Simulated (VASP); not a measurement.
# Al2Cu (P-1) in VASP: single point with PBE

Aim: the single point of Al2Cu with PBE.

Program: VASP 6.6.1. These are calculated values, not measurements. Logs are shortened: lines on timing, memory, paths and dates and some standing lists are left out, and cuts for length are marked.

**1. The cell of the first run**

The typed cell holds 3 atoms: a = 4.021 Å, b = 4.077 Å, c = 2.821 Å, α = 88.00°, β = 88.68°, γ = 92.27°.

**2. Single point, PBE**

Contents of INCAR:

```
SYSTEM = Al2Cu
PREC = Accurate
ENCUT = 600
EDIFF = 1E-6
ISMEAR = 0
SIGMA = 0.1
LREAL = .FALSE.
LASPH = .TRUE.
NELM = 120
ALGO = Normal
ISIF = 2
LWAVE = .FALSE.
LCHARG = .FALSE.
GGA = PE
NBANDS = 16
GGA_COMPAT = .FALSE.
```

Contents of KPOINTS:

```
Automatic mesh
0
G
  3 3 4
  0 0 0
```

Contents of POSCAR:

```
Al2Cu
1.0
    4.0197455334     -0.0806348376      0.0470035474
   -0.0806348376      4.0756945663      0.0710053573
    0.0331049799      0.0500096494      2.8199163563
Al Cu
2 1
Direct
    0.5000000000      0.0000000000      0.5000000000
    0.0000000000      0.5000000000      0.5000000000
    0.0000000000      0.0000000000      0.0000000000
```

Potentials or basis: VASP PAW PBE potentials, release 64 (Al, Cu).

Started as:

```sh
$ cat potpaw_PBE.64/Al/POTCAR potpaw_PBE.64/Cu/POTCAR > POTCAR
$ mpirun -np 1 vasp_std > vasp.out
```

OUTCAR:

```text
SYSTEM = Al2Cu
   PREC = Accurate
   ENCUT = 600
   EDIFF = 1E-6
   ISMEAR = 0
   LREAL = .FALSE.
   LASPH = .TRUE.
   NELM = 120
   ISIF = 2
   GGA = PE

 ion  position               nearest neighbor table
   1  0.500  0.000  0.500-   3 2.43   3 2.43   3 2.48   3 2.48   2 2.81   2 2.81   2 2.92   2 2.92

   2  0.000  0.500  0.500-   3 2.44   3 2.44   3 2.52   3 2.52   1 2.81   1 2.81   1 2.92   1 2.92

   3  0.000  0.000  0.000-   1 2.43   1 2.43   2 2.44   2 2.44   1 2.48   1 2.48   2 2.52   2 2.52

  LATTYP: Found a triclinic cell.
 ALAT       =     5.8385588451
 B/A-ratio  =     1.6631691178
 C/A-ratio  =     1.1993604056
 COS(alpha) =     0.0031021560
 COS(beta)  =     0.4044765139
 COS(gamma) =     0.9083778123

  Lattice vectors:

 A1 = (  -4.1003803710,   4.1563294039,   0.0240018099)
 A2 = (  -4.1479102287,   8.2820336196,   2.9149235235)
 A3 = (  -4.0859554932,  -0.0193844612,  -5.6868362600)

Analysis of symmetry for initial positions (statically):
=====================================================================
 Subroutine PRICEL returns:
 Original cell was already a primitive cell.

 Routine SETGRP: Setting up the symmetry group for a
 triclinic supercell.

 Subroutine GETGRP returns: Found  2 space group operations
 (whereof  2 operations were pure point group operations)
 out of a pool of  2 trial point group operations.

The static configuration has the point symmetry S_2 .

Analysis of symmetry for dynamics (positions and initial velocities):
=====================================================================
 Subroutine PRICEL returns:
 Original cell was already a primitive cell.

 Routine SETGRP: Setting up the symmetry group for a
 triclinic supercell.

 Subroutine GETGRP returns: Found  2 space group operations
 (whereof  2 operations were pure point group operations)
 out of a pool of  2 trial point group operations.

The dynamic configuration has the point symmetry S_2 .

 Subroutine INISYM returns: Found  2 space group operations
 (whereof  2 operations are pure point group operations),
 and found     1 'primitive' translations

----------------------------------------------------------------------------------------

                                     Primitive cell

  volume of cell :      46.1601

  direct lattice vectors                    reciprocal lattice vectors
[... 81 lines left out ...]
   ENCUT  =  600.0 eV  44.10 Ry    6.64 a.u.   8.03  8.14  5.63*2*pi/ulx,y,z
   NELM   =    120;   NELMIN=  2; NELMDL= -5     # of ELM steps
   EDIFF  = 0.1E-05   stopping-criterion for ELM
   LREAL  =      F    real-space projection
   EDIFFG = 0.1E-04   stopping-criterion for IOM
   NSW    =      0    number of steps for IOM
   IBRION =     -1    ionic relax: 0-MD 1-quasi-New 2-CG
   NFREE  =      0    steps in history (QN), initial steepest desc. (CG)
   ISIF   =      2    stress and relaxation
   ISYM   =      2    0-nonsym 1-usesym 2-fastsym
   POTIM  = 0.5000    time-step for ionic-motion
   TEBEG  =    0.0;   TEEND  =   0.0 temperature during run
   PSTRESS=    0.0 pullay stress
   NELECT =      17.0000    total number of electrons
   NUPDOWN=      -1.0000    fix difference up-down
   EMIN   =  10.00;   EMAX   =-10.00  energy-range for DOS
   EFERMI =   0.00;   METHOD = LEGACY
   ISMEAR =     0;   SIGMA  =   0.10  broadening in eV -4-tet -1-fermi 0-gaus
   EFERMI_NEDOS =   21; number of points for ismear=-14 and -15
   IALGO  =     38    algorithm
   IMIX   =      4    mixing-type and parameters
     AMIX     =   0.40;   BMIX     =  1.00
     AMIX_MAG =   1.60;   BMIX_MAG =  1.00
  volume/ion in A,a.u.               =      15.39       103.83
  Fermi-wavevector in a.u.,A,eV,Ry     =   1.173462  2.217521 18.735394  1.377013
  Thomas-Fermi vector in A             =   2.309874
   LORBIT       =      0    0 simple, 1 ext, 2 COOP (PROOUT), +10 PAW based schemes
   GGA     = PE    functional components
   LHFCALC =     F    Hartree Fock is set to
   AEXX    =    0.0000 exact exchange contribution
   IVDW    =     0    specifies the selected vdW correction
   LEPSILON=     F    determine dielectric tensor
   LRPA    =     F    only Hartree local field effects (RPA)
 non-spin polarized calculation
 Gauss-broadening in eV      SIGMA  =   0.10
  energy-cutoff  :      600.00
  volume of cell :       46.16
 maximum number of plane-waves:      1560
   NGX = 17   NGY = 17   NGZ = 11

 number of electron      16.9999998 magnetization

 Free energy of the ion-electron system (eV)
  ---------------------------------------------------
  ext. energy  EPLUGINS =         0.00000000
  ---------------------------------------------------
  free energy    TOTEN  =       -10.93922617 eV

  energy without entropy =      -10.92857000  energy(sigma->0) =      -10.93389808

 E-fermi :   7.6824     XC(G=0): -10.6157

 val. band max:        7.6510549780   @ k =   0.0000   0.0000   0.0000
 cond. band min:       7.7162335657   @ k =   0.0000  -0.3333   0.2500
 fundamental gap:      0.0651785877
 Fermi energy:         7.6824343666

 k-point     1 :       0.0000    0.0000    0.0000
  band No.  band energies     occupation
      1      -3.2006      2.00000
      2       1.9724      2.00000
      3       2.3869      2.00000
      4       3.1592      2.00000
      5       3.3179      2.00000
      6       3.3852      2.00000
[... 338 lines left out ...]
      3       2.8024      2.00000
      4       2.9684      2.00000
      5       3.1814      2.00000
      6       3.3564      2.00000
[... 8 lines left out ...]
     15      17.5602      0.00000
     16      18.0406      0.00000

------------------------ aborting loop because EDIFF is reached ----------------------------------------

  FORCE on cell =-STRESS in cart. coord.  units (eV):
  Direction    XX          YY          ZZ          XY          YZ          ZX
  --------------------------------------------------------------------------------------
  -------------------------------------------------------------------------------------
  Total        3.0064669      3.2271635     -0.7512899      0.8122556     -0.6436681     -0.6149387
  in kB      104.3519241    112.0121184    -26.0766361     28.1927068    -22.3411767    -21.3440037
  external PRESSURE =      63.4291355 kB  Pullay stress =       0.0000000 kB

 VOLUME and BASIS-vectors are now :
 -----------------------------------------------------------------------------
  energy-cutoff  :      600.00
  volume of cell :       46.16
      direct lattice vectors                 reciprocal lattice vectors
     4.019745533 -0.080634838  0.047003547     0.248907002  0.004976901 -0.003010357
    -0.080634838  4.075694566  0.071005357     0.004976901  0.245532296 -0.004412806
     0.033104980  0.050009649  2.819916356    -0.004274204 -0.006265448  0.354781740

 POSITION                                       TOTAL-FORCE (eV/Angst)
 -----------------------------------------------------------------------------------
      2.02643     -0.01531      1.43346        -0.000000      0.000000     -0.000000
     -0.02376      2.06285      1.44546         0.000000     -0.000000      0.000000
      0.00000      0.00000      0.00000         0.000000      0.000000      0.000000
 -----------------------------------------------------------------------------------
    total drift:                               -0.000000     -0.000000      0.000000

  FREE ENERGIE OF THE ION-ELECTRON SYSTEM (eV)
  ---------------------------------------------------
  free  energy   TOTEN  =       -10.9392261706 eV

  energy  without entropy=      -10.9285699961  energy(sigma->0) =      -10.93389808
```

OSZICAR:

```text
N       E                     dE             d eps       ncg     rms          rms(c)
DAV:   1     0.675877195810E+02    0.67588E+02   -0.75773E+03   608   0.128E+03
DAV:   2    -0.103783085058E+02   -0.77966E+02   -0.69514E+02   664   0.222E+02
DAV:   3    -0.132099632264E+02   -0.28317E+01   -0.27532E+01   800   0.458E+01
DAV:   4    -0.132714978660E+02   -0.61535E-01   -0.61502E-01   808   0.571E+00
DAV:   5    -0.132742571173E+02   -0.27593E-02   -0.27592E-02   888   0.132E+00    0.143E+01
DAV:   6    -0.149381311387E+02   -0.16639E+01   -0.37306E+01   712   0.209E+02    0.116E+01
DAV:   7    -0.110601419183E+02    0.38780E+01   -0.99640E+00   728   0.840E+01    0.204E+00
DAV:   8    -0.109903494392E+02    0.69792E-01   -0.11378E+00   920   0.305E+01    0.197E+00
DAV:   9    -0.109389938240E+02    0.51356E-01   -0.19773E-01   776   0.138E+01    0.270E-01
DAV:  10    -0.109398781359E+02   -0.88431E-03   -0.11513E-02   992   0.278E+00    0.218E-01
DAV:  11    -0.109393852008E+02    0.49294E-03   -0.69876E-04   976   0.715E-01    0.108E-01
DAV:  12    -0.109392410725E+02    0.14413E-03   -0.21764E-04   936   0.472E-01    0.287E-02
DAV:  13    -0.109392261665E+02    0.14906E-04   -0.91076E-05   912   0.277E-01    0.921E-03
DAV:  14    -0.109392261706E+02   -0.41034E-08   -0.54924E-06   624   0.186E-02
   1 F= -.10939226E+02 E0= -.10933898E+02  d E =-.106562E-01
```

Wall time 13 s (1 thread of Intel Xeon Platinum 8488C (Sapphire Rapids), shared host); peak memory 0.17 GiB.

What came out:

```yaml
Free_energy: -10.9392 eV
Pressure: 6.3 GPa
```

Stress tensor (GPa, compression positive):
```
10.44  2.82 -2.13
 2.82 11.20 -2.23
-2.13 -2.23 -2.61
```

Levels at points of the mesh, in eV from the Fermi level:
| k point | band 6 | band 7 | band 8 | band 9 | band 10 | band 11 | band 12 | band 13 |
| --- | --- | --- | --- | --- | --- | --- | --- | --- |
| (0.00, 0.00, 0.00) | -4.30 | -2.69 | -2.33 | -0.03 | 0.90 | 5.66 | 6.49 | 6.94 |
| (0.00, 0.00, 0.50) | -4.32 | -3.20 | 2.21 | 2.44 | 2.74 | 2.84 | 2.94 | 3.40 |

Caveat: the k points lie up to 0.56 Å⁻¹ apart.
